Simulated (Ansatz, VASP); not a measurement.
**AlN in VASP and in Ansatz**

Contents of INCAR:

```
SYSTEM = AlN
PREC = Accurate
ENCUT = 600
EDIFF = 1E-6
ISMEAR = 0
SIGMA = 0.1
LREAL = .FALSE.
LASPH = .TRUE.
NELM = 60
ALGO = Normal
ISIF = 3
LWAVE = .FALSE.
LCHARG = .FALSE.
GGA = PE
IBRION = 2
NSW = 90
EDIFFG = -0.04
```

KPOINTS

```
Automatic mesh
0
G
  6 6 6
  0 0 0
```

Contents of POSCAR:

```
AlN
1.0
   -3.1994850100      3.1994850100      1.8747983800
    3.1994850100     -3.1994850100      1.8747983800
    3.1994850100      3.1994850100     -1.8747983800
Al N
4 4
Direct
    0.8535209200      0.3535209200      0.2070418300
    0.1464790800      0.6464790800      0.7929581700
    0.3535209200      0.1464790800      0.5000000000
    0.6464790800      0.8535209200      0.5000000000
    0.8535209200      0.6464790800      0.5000000000
    0.1464790800      0.3535209200      0.5000000000
    0.3535209200      0.8535209200      0.2070418300
    0.6464790800      0.1464790800      0.7929581700
```

Input for Ansatz:

```yaml
crystal:
  lattice:
    - [-3.19948501, 3.19948501, 1.87479838]
    - [3.19948501, -3.19948501, 1.87479838]
    - [3.19948501, 3.19948501, -1.87479838]
  atoms:
    - { symbol: Al, position: [0.85352092, 0.35352092, 0.20704183] }
    - { symbol: Al, position: [0.14647908, 0.64647908, 0.79295817] }
    - { symbol: Al, position: [0.35352092, 0.14647908, 0.5] }
    - { symbol: Al, position: [0.64647908, 0.85352092, 0.5] }
    - { symbol: "N", position: [0.85352092, 0.64647908, 0.5] }
    - { symbol: "N", position: [0.14647908, 0.35352092, 0.5] }
    - { symbol: "N", position: [0.35352092, 0.85352092, 0.20704183] }
    - { symbol: "N", position: [0.64647908, 0.14647908, 0.79295817] }
basis:
  ecutwfc: 420
kpoints:
  mp_grid: { grid: [6, 6, 6] }
hamiltonian:
  xc: pbe
scf:
  occupations: { method: gaussian, width: 0.1 }
  lower_state_search: "off"
output:
  forces: true
  stress: true
  eigenvalues: true
relax:
  adjacent_minimum: "off"
  f_tol: 0.04
  max_steps: 70
  cell: { stress_tol: 0.4 }
```

Alike in both runs: task relaxation of cell and atoms; functional PBE; k mesh 6 × 6 × 6; occupations gaussian, width 0.1 eV; no spin polarisation.

|  | VASP | Ansatz |
| --- | --- | --- |
| version | VASP 6.6.1 | Ansatz 0.2.0 |
| potentials or method | VASP PAW PBE potentials, release 64 (Al, N), cutoff 600 eV | scalar-relativistic, plane waves, PAW |
| valence electrons in the cell | 32 | 32 |

|  | VASP | Ansatz | Ansatz less VASP |
| --- | --- | --- | --- |
| gap on the k mesh at the Fermi level, each at its own relaxed structure (eV) | 2.21 | 2.21 | +0.002 |
| relaxed volume (Å³/atom) | 11.12 | 11.12 | -0.003 |
| relaxed cell length with the largest relative difference (Å) | 5.085 | 5.086 | +0.0009 |

Noted on VASP's run: the volume moved by over 15 % at a fixed basis, so the end points are rough.
